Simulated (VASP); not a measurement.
# Be (P6_3/mmc) in VASP: further runs

Runs on Be. Level: PBE. Tasks: single point.

Program: VASP 6.6.1. These are calculated values, not measurements. Logs are shortened: lines on timing, memory, paths and dates and some standing lists are left out, and cuts for length are marked.

**1. The cell of the first run**

It takes space group P6_3/mmc (No. 194, hexagonal). Conventional cell: a = 2.224 Å, b = 2.224 Å, c = 7.081 Å, α = 90.00°, β = 90.00°, γ = 120.00°. Be (site symmetry -3m) has 12 Be at 2.19 to 2.22 Å within 2.9 Å. Be (site symmetry -6m2) has 12 Be at 2.19 to 2.22 Å within 2.9 Å.

**2. Single point, PBE (volume scaled by 0.96)**

Contents of INCAR:

```
SYSTEM = Be
PREC = Accurate
ENCUT = 520
EDIFF = 1E-6
ISMEAR = -1
SIGMA = 0.1
LREAL = .FALSE.
LASPH = .TRUE.
NELM = 100
ALGO = Normal
ISIF = 2
LWAVE = .FALSE.
LCHARG = .FALSE.
GGA = PE
NBANDS = 12
```

Contents of KPOINTS:

```
regular mesh
0
G
  18 18 5
  0 0 0
```

Contents of POSCAR:

```
Be
1.0
    2.2243202262      0.0000000000      0.0000000000
   -1.1121601131      1.9263178220      0.0000000000
    0.0000000000      0.0000000000      7.0810546496
Be
4
Direct
    0.0000000000      1.0000000000      1.0000000000
    0.0000000000      0.0000000000      0.5000000000
    0.3333333333      0.6666666667      0.2500000000
    0.6666666667      0.3333333333      0.7500000000
```

Potentials or basis: VASP PAW PBE potentials, release 64 (Be).

Run with:

```
$ cat potpaw_PBE.64/Be/POTCAR > POTCAR
$ mpirun -np 1 vasp_std > vasp.out
```

OUTCAR:

```text
SYSTEM = Be
   PREC = Accurate
   ENCUT = 520
   EDIFF = 1E-6
   ISMEAR = -1
   LREAL = .FALSE.
   LASPH = .TRUE.
   NELM = 100
   ISIF = 2
   GGA = PE

 ion  position               nearest neighbor table
   1  0.000  0.000  0.000-   3 2.19   4 2.19   3 2.19   4 2.19   4 2.19   3 2.19
   2  0.000  0.000  0.500-   3 2.19   4 2.19   3 2.19   4 2.19   4 2.19   3 2.19
   3  0.333  0.667  0.250-   1 2.19   2 2.19   1 2.19   2 2.19   1 2.19   2 2.19
   4  0.667  0.333  0.750-   1 2.19   2 2.19   1 2.19   2 2.19   1 2.19   2 2.19

  LATTYP: Found a hexagonal cell.
 ALAT       =     2.2243202262
 C/A-ratio  =     3.1834690735

  Lattice vectors:

 A1 = (   2.2243202262,   0.0000000000,   0.0000000000)
 A2 = (  -1.1121601131,   1.9263178220,   0.0000000000)
 A3 = (   0.0000000000,   0.0000000000,   7.0810546496)

Analysis of symmetry for initial positions (statically):
=====================================================================
 Subroutine PRICEL returns:
 Original cell was already a primitive cell.

 Routine SETGRP: Setting up the symmetry group for a
 hexagonal supercell.

 Subroutine GETGRP returns: Found 24 space group operations
 (whereof 12 operations were pure point group operations)
 out of a pool of 24 trial point group operations.

The static configuration has the point symmetry D_3d.
 The point group associated with its full space group is D_6h.

Analysis of symmetry for dynamics (positions and initial velocities):
=====================================================================
 Subroutine PRICEL returns:
 Original cell was already a primitive cell.

 Routine SETGRP: Setting up the symmetry group for a
 hexagonal supercell.

 Subroutine GETGRP returns: Found 24 space group operations
 (whereof 12 operations were pure point group operations)
 out of a pool of 24 trial point group operations.

The dynamic configuration has the point symmetry D_3d.
 The point group associated with its full space group is D_6h.

 Subroutine INISYM returns: Found 24 space group operations
 (whereof 12 operations are pure point group operations),
 and found     1 'primitive' translations

----------------------------------------------------------------------------------------

                                     Primitive cell

  volume of cell :      30.3405

  direct lattice vectors                    reciprocal lattice vectors
     2.224320226  0.000000000  0.000000000     0.449575555  0.259562568  0.000000000
    -1.112160113  1.926317822  0.000000000     0.000000000  0.519125135  0.000000000
     0.000000000  0.000000000  7.081054650     0.000000000  0.000000000  0.141221901

  length of vectors
     2.224320226  2.224320226  7.081054650     0.519125135  0.519125135  0.141221901

  position of ions in fractional coordinates (direct lattice)
     0.000000000  0.000000000  0.000000000
     0.000000000  0.000000000  0.500000000
     0.333333333  0.666666667  0.250000000
     0.666666667  0.333333333  0.750000000

  ion indices of the primitive-cell ions
   primitive index   ion index
                 1           1
                 2           2
                 3           3
                 4           4

----------------------------------------------------------------------------------------

 KPOINTS: regular mesh

Automatic generation of k-mesh.
 Grid dimensions read from file:
 generate k-points for:   18   18    5

 Generating k-lattice:

  Cartesian coordinates                     Fractional coordinates (reciprocal lattice)
     0.024976420  0.014420143  0.000000000     0.055555556  0.000000000  0.000000000
     0.000000000  0.028840285  0.000000000     0.000000000  0.055555556  0.000000000
     0.000000000  0.000000000  0.028244380     0.000000000  0.000000000  0.200000000

  Length of vectors
     0.028840285  0.028840285  0.028244380

  Shift w.r.t. Gamma in fractional coordinates (k-lattice)
     0.000000000  0.000000000  0.000000000

 Subroutine IBZKPT returns following result:
 ===========================================

 Found    111 irreducible k-points:

 Following reciprocal coordinates:
            Coordinates               Weight
  0.000000  0.000000  0.000000      1.000000
  0.055556 -0.000000  0.000000      6.000000
  0.111111 -0.000000  0.000000      6.000000
  0.166667 -0.000000  0.000000      6.000000
  0.222222 -0.000000  0.000000      6.000000
  0.277778  0.000000  0.000000      6.000000
[... 16 lines left out ...]
  0.333333  0.111111  0.000000     12.000000
  0.388889  0.111111  0.000000     12.000000
 [... further k-points ...]
   k-points           NKPTS =    111   k-points in BZ     NKDIM =    111   number of bands    NBANDS=     12
   number of dos      NEDOS =    301   number of ions     NIONS =      4
   total plane-waves  NPLWV =  17496
   dimension x,y,z NGX =    18 NGY =   18 NGZ =   54
   dimension x,y,z NGXF=    36 NGYF=   36 NGZF=  108
   ions per type =               4
   NGX,Y,Z   is equivalent  to a cutoff of  13.45, 13.45, 12.68 a.u.
   NGXF,Y,Z  is equivalent  to a cutoff of  26.91, 26.91, 25.36 a.u.
 SYSTEM =  Be
   PREC   = accura    normal or accurate (medium, high low for compatibility)
   ISTART =      0    job   : 0-new  1-cont  2-samecut
   ICHARG =      2    charge: 1-file 2-atom 10-const
   ISPIN  =      1    spin polarized calculation?
   LNONCOLLINEAR =      F non collinear calculations
   LSORBIT =      F    spin-orbit coupling
   LASPH  =      T    aspherical Exc in radial PAW
   ENCUT  =  520.0 eV  38.22 Ry    6.18 a.u.   4.14  4.14 13.17*2*pi/ulx,y,z
   NELM   =    100;   NELMIN=  2; NELMDL= -5     # of ELM steps
   EDIFF  = 0.1E-05   stopping-criterion for ELM
   LREAL  =      F    real-space projection
   EDIFFG = 0.1E-04   stopping-criterion for IOM
   NSW    =      0    number of steps for IOM
   IBRION =     -1    ionic relax: 0-MD 1-quasi-New 2-CG
   NFREE  =      0    steps in history (QN), initial steepest desc. (CG)
   ISIF   =      2    stress and relaxation
   ISYM   =      2    0-nonsym 1-usesym 2-fastsym
   POTIM  = 0.5000    time-step for ionic-motion
   TEBEG  =    0.0;   TEEND  =   0.0 temperature during run
   PSTRESS=    0.0 pullay stress
   NELECT =       8.0000    total number of electrons
   NUPDOWN=      -1.0000    fix difference up-down
   EMIN   =  10.00;   EMAX   =-10.00  energy-range for DOS
   EFERMI =   0.00;   METHOD = LEGACY
   ISMEAR =    -1;   SIGMA  =   0.10  broadening in eV -4-tet -1-fermi 0-gaus
   EFERMI_NEDOS =   21; number of points for ismear=-14 and -15
   IALGO  =     38    algorithm
   IMIX   =      4    mixing-type and parameters
     AMIX     =   0.40;   BMIX     =  1.00
     AMIX_MAG =   1.60;   BMIX_MAG =  1.00
  volume/ion in A,a.u.               =       7.59        51.19
  Fermi-wavevector in a.u.,A,eV,Ry     =   1.049777  1.983791 14.994055  1.102032
  Thomas-Fermi vector in A             =   2.184753
   LORBIT       =      0    0 simple, 1 ext, 2 COOP (PROOUT), +10 PAW based schemes
   GGA     = PE    functional components
   LHFCALC =     F    Hartree Fock is set to
   AEXX    =    0.0000 exact exchange contribution
   IVDW    =     0    specifies the selected vdW correction
   LEPSILON=     F    determine dielectric tensor
   LRPA    =     F    only Hartree local field effects (RPA)
 non-spin polarized calculation
  energy-cutoff  :      520.00
  volume of cell :       30.34
 maximum number of plane-waves:       838
 NGX is ok and might be reduce to    18
   NGX =  9   NGY =  9   NGZ = 27

 number of electron       8.0000000 magnetization

 Free energy of the ion-electron system (eV)
  ---------------------------------------------------
  ext. energy  EPLUGINS =         0.00000000
  ---------------------------------------------------
  free energy    TOTEN  =       -14.92163390 eV

  energy without entropy =      -14.91142454  energy(sigma->0) =      -14.91652922

 E-fermi :   7.5732     XC(G=0): -10.7445

 val. band max:        7.5680966355   @ k =   0.3333   0.2778   0.2000
 cond. band min:       7.7170609379   @ k =   0.3333   0.0556   0.0000
 fundamental gap:      0.1489643024
 Fermi energy:         7.5731610543

 k-point     1 :       0.0000    0.0000    0.0000
  band No.  band energies     occupation
      1      -4.2122      2.00000
      2      -2.0601      2.00000
      3      -2.0324      2.00000
      4       2.6696      2.00000
      5       8.4385      0.00035
      6      18.0991      0.00000
      7      18.1012      0.00000
      8      24.2292      0.00000
      9      24.2292      0.00000
     10      25.4246      0.00000
     11      25.4248      0.00000
     12      25.7718      0.00000

 k-point     2 :       0.0556   -0.0000    0.0000
  band No.  band energies     occupation
      1      -4.1215      2.00000
      2      -1.9670      2.00000
      3      -1.9392      2.00000
      4       2.7901      2.00000
      5       8.4641      0.00027
      6      18.1194      0.00000
      7      18.1302      0.00000
      8      23.4177      0.00000
      9      23.5789      0.00000
     10      25.0868      0.00000
     11      25.2640      0.00000
     12      25.3046      0.00000

 k-point     3 :       0.1111   -0.0000    0.0000
  band No.  band energies     occupation
      1      -3.8492      2.00000
      2      -1.6881      2.00000
      3      -1.6601      2.00000
      4       3.1512      2.00000
      5       8.5360      0.00013
      6      18.1151      0.00000
      7      18.1894      0.00000
      8      21.6858      0.00000
      9      22.3761      0.00000
     10      23.6463      0.00000
     11      23.8325      0.00000
     12      24.5328      0.00000

 k-point     4 :       0.1667   -0.0000    0.0000
  band No.  band energies     occupation
      1      -3.3950      2.00000
      2      -1.2255      2.00000
      3      -1.1973      2.00000
      4       3.7515      2.00000
      5       8.6319      0.00005
      6      17.6399      0.00000
      7      18.1170      0.00000
      8      20.1328      0.00000
      9      21.1330      0.00000
     10      21.4092      0.00000
     11      21.9127      0.00000
     12      23.5131      0.00000

 k-point     5 :       0.2222   -0.0000    0.0000
  band No.  band energies     occupation
      1      -2.7588      2.00000
      2      -0.5837      2.00000
      3      -0.5554      2.00000
      4       4.5879      2.00000
      5       8.6875      0.00003
      6      16.0216      0.00000
      7      17.2927      0.00000
      8      18.9321      0.00000
      9      19.8378      0.00000
     10      19.9988      0.00000
     11      20.6107      0.00000
     12      22.5065      0.00000
[... 228 lines left out ...]
      1      -1.6643      2.00000
      2       0.5056      2.00000
      3       0.5327      2.00000
      4       6.0071      2.00000
      5       8.7184      0.00002
      6      13.9901      0.00000
      7      15.6068      0.00000
      8      15.7803      0.00000
      9      17.4263      0.00000
     10      18.4949      0.00000
     11      20.0453      0.00000
     12      20.2132      0.00000

 k-point    22 :       0.2778    0.1111    0.0000
  band No.  band energies     occupation
      1      -0.6669      2.00000
      2       1.4685      2.00000
      3       1.4917      2.00000
      4       7.2766      1.90198
      5       8.1972      0.00389
      6      12.4427      0.00000
      7      13.4204      0.00000
      8      13.9216      0.00000
      9      16.4059      0.00000
     10      18.2530      0.00000
     11      19.5365      0.00000
     12      19.8267      0.00000

 k-point    23 :       0.3333    0.1111    0.0000
  band No.  band energies     occupation
      1       0.4932      2.00000
      2       2.5281      2.00000
      3       2.5365      2.00000
      4       7.0257      1.99165
      5       8.6557      0.00004
      6      10.9781      0.00000
      7      11.5448      0.00000
      8      13.0647      0.00000
      9      15.5215      0.00000
     10      17.5511      0.00000
     11      18.0355      0.00000
     12      19.1257      0.00000

 k-point    24 :       0.3889    0.1111    0.0000
  band No.  band energies     occupation
      1       1.7575      2.00000
      2       3.4546      2.00000
      3       3.5237      2.00000
      4       5.6256      2.00000
      5       9.1921      0.00000
      6       9.5456      0.00000
      7      11.1001      0.00000
      8      13.2164      0.00000
      9      14.7120      0.00000
     10      15.3219      0.00000
     11      17.8736      0.00000
     12      18.9339      0.00000

 [... further k-points ...]
[... 5 lines left out ...]
  --------------------------------------------------------------------------------------
  -------------------------------------------------------------------------------------
  Total        0.9379034      0.9379034      1.2598557      0.0000000      0.0000000      0.0000000
  in kB       49.5273974     49.5273974     66.5285699      0.0000000      0.0000000      0.0000000
  external PRESSURE =      55.1944549 kB  Pullay stress =       0.0000000 kB

 VOLUME and BASIS-vectors are now :
 -----------------------------------------------------------------------------
  energy-cutoff  :      520.00
  volume of cell :       30.34
      direct lattice vectors                 reciprocal lattice vectors
     2.224320226  0.000000000  0.000000000     0.449575555  0.259562568  0.000000000
    -1.112160113  1.926317822  0.000000000     0.000000000  0.519125135  0.000000000
     0.000000000  0.000000000  7.081054650     0.000000000  0.000000000  0.141221901

 POSITION                                       TOTAL-FORCE (eV/Angst)
 -----------------------------------------------------------------------------------
      0.00000      0.00000      0.00000        -0.000000      0.000000      0.000000
      0.00000      0.00000      3.54053        -0.000000      0.000000      0.000000
     -0.00000      1.28421      1.77026         0.000000     -0.000000      0.000000
      1.11216      0.64211      5.31079        -0.000000      0.000000     -0.000000
 -----------------------------------------------------------------------------------
    total drift:                               -0.000000      0.000000     -0.000000

  FREE ENERGIE OF THE ION-ELECTRON SYSTEM (eV)
  ---------------------------------------------------
  free  energy   TOTEN  =       -14.9216338976 eV

  energy  without entropy=      -14.9114245407  energy(sigma->0) =      -14.91652922
```

Wall time 14 s (1 thread of Intel Xeon 6975P-C (Granite Rapids), shared host); peak memory 0.15 GiB.

What came out:

```yaml
Free_energy: -14.9216 eV
Pressure: 5.5 GPa
Band_gap_on_the_k_mesh: zero (band 4 reaches 8.28 eV, above the bottom of band 5 at 6.86 eV)
```

Stress tensor (GPa, compression positive):
```
4.95 0.00 0.00
0.00 4.95 0.00
0.00 0.00 6.65
```

Levels at points of the mesh, in eV from the Fermi level:
```
           k point  band 1  band 2  band 3  band 4  band 5  band 6  band 7  band 8  band 9
(0.00, 0.00, 0.00)  -11.79   -9.63   -9.61   -4.90    0.87   10.53   10.53   16.66   16.66
(0.50, 0.00, 0.00)   -5.28   -4.26   -3.93   -2.92    1.20    1.24    4.18    5.99    7.34
```

Caveat: the cell differs from its parent crystal (volume scaled by 0.96).

**3. Single point, PBE**

This run uses another cell than the first one, of 7.90 Å³/atom, 1.042 times its volume.

Contents of INCAR:

```
PREC = Accurate
ENCUT = 520
EDIFF = 1E-7
ISMEAR = -1
SIGMA = 0.1
LREAL = F
LASPH = T
NELM = 80
ALGO = Normal
ISIF = 2
LWAVE = F
LCHARG = T
GGA = PE
LELF = T
LVHAR = T
NBANDS = 12
```

Contents of KPOINTS:

```
regular mesh
0
Gamma
  18 18 5
```

Contents of POSCAR:

```
Be
1.0
    2.2547941531      0.0000000000      0.0000000000
   -1.1273970766      1.9527090169      0.0000000000
    0.0000000000      0.0000000000      7.1780674534
Be
4
Direct
    0.0000000000      1.0000000000      1.0000000000
    0.0000000000      0.0000000000      0.5000000000
    0.3333333333      0.6666666667      0.2500000000
    0.6666666667      0.3333333333      0.7500000000
```

Potentials or basis: VASP PAW PBE potentials, release 64 (Be).

Run with:

```
$ cat potpaw_PBE.64/Be/POTCAR > POTCAR
$ mpirun -np 1 vasp_std > vasp.out
```

Run time: 17 s. Hardware: 1 thread of Intel Xeon 6975P-C (Granite Rapids), shared host; peak memory 0.16 GiB.

Results (log left out):

```yaml
Free_energy: -14.9433 eV
Pressure: 0.1 GPa
Band_gap_on_the_k_mesh: zero (band 4 reaches 7.93 eV, above the bottom of band 5 at 6.55 eV)
```

Stress tensor (GPa, compression positive):
```
-0.20  0.00  0.00
 0.00 -0.20  0.00
 0.00  0.00  0.82
```

Levels at points of the mesh, in eV from the Fermi level:
```csv
k point,band 1,band 2,band 3,band 4,band 5,band 6,band 7,band 8
"(0.00, 0.00, 0.00)",-11.56,-9.44,-9.42,-4.75,0.72,10.19,10.19,16.12
"(0.50, 0.00, 0.00)",-5.13,-4.16,-3.81,-2.86,1.08,1.10,4.07,5.84
```

**4. Single point, PBE (volume scaled by 1.04)**

Contents of INCAR:

```
SYSTEM = Be
PREC = Accurate
ENCUT = 520
EDIFF = 1E-6
ISMEAR = -1
SIGMA = 0.1
LREAL = .False.
LASPH = .True.
NELM = 80
ALGO = Normal
ISIF = 2
LWAVE = .False.
LCHARG = .True.
GGA = PE
LELF = .True.
LVHAR = .True.
NBANDS = 12
```

Contents of KPOINTS:

```
regular mesh
0
Gamma
  18 18 5
  0 0 0
```

Contents of POSCAR:

```
Be
1.0
    2.2844658999      0.0000000000      0.0000000000
   -1.1422329500      1.9784055034      0.0000000000
    0.0000000000      0.0000000000      7.2725265417
Be
4
Direct
    0.0000000000      1.0000000000      1.0000000000
    0.0000000000      0.0000000000      0.5000000000
    0.3333333333      0.6666666667      0.2500000000
    0.6666666667      0.3333333333      0.7500000000
```

Run with:

```
$ cat potpaw_PBE.64/Be/POTCAR > POTCAR
$ mpirun -np 1 vasp_std > vasp.out
```

It took 15 s on 1 thread of Intel Xeon 6975P-C (Granite Rapids), shared host; peak memory 0.15 GiB.

Results (log left out):

```
Free energy            : -14.9261 eV
Pressure               : -4.4 GPa
Band gap on the k mesh : zero (band 4 reaches 7.60 eV, above the bottom of band 5 at 6.27 eV)
```

Stress tensor (GPa, compression positive):
```
-4.52  0.00  0.00
 0.00 -4.52  0.00
 0.00  0.00 -4.11
```

Levels at points of the mesh, in eV from the Fermi level:
| k point | band 2 | band 3 | band 4 | band 5 | band 6 | band 7 |
| --- | --- | --- | --- | --- | --- | --- |
| (0.00, 0.00, 0.00) | -9.26 | -9.23 | -4.61 | 0.59 | 9.87 | 9.88 |
| (0.50, 0.00, 0.00) | -4.07 | -3.70 | -2.81 | 0.97 | 0.98 | 3.96 |

Caveat: the cell differs from its parent crystal (volume scaled by 1.04).

**5. The runs side by side**

```csv
cell,gap on the mesh (eV),pressure (GPa)
"a = 2.224, b = 2.224, c = 7.081 Å, angles 90.0, 90.0, 120.0°, 4 atoms",none,5.5
"a = 2.255, b = 2.255, c = 7.178 Å, angles 90.0, 90.0, 120.0°, 4 atoms",none,0.1
"a = 2.284, b = 2.284, c = 7.273 Å, angles 90.0, 90.0, 120.0°, 4 atoms",none,-4.4
```

Alike in all rows: task single point; level PBE; potentials or basis VASP PAW PBE potentials, release 64 (Be); no spin polarisation; k mesh 18 × 18 × 5; cutoff (eV) 520; smearing fermi-dirac 0.1 eV.

Total energies depend on the potentials used, so only differences within one code and one set of settings carry meaning.
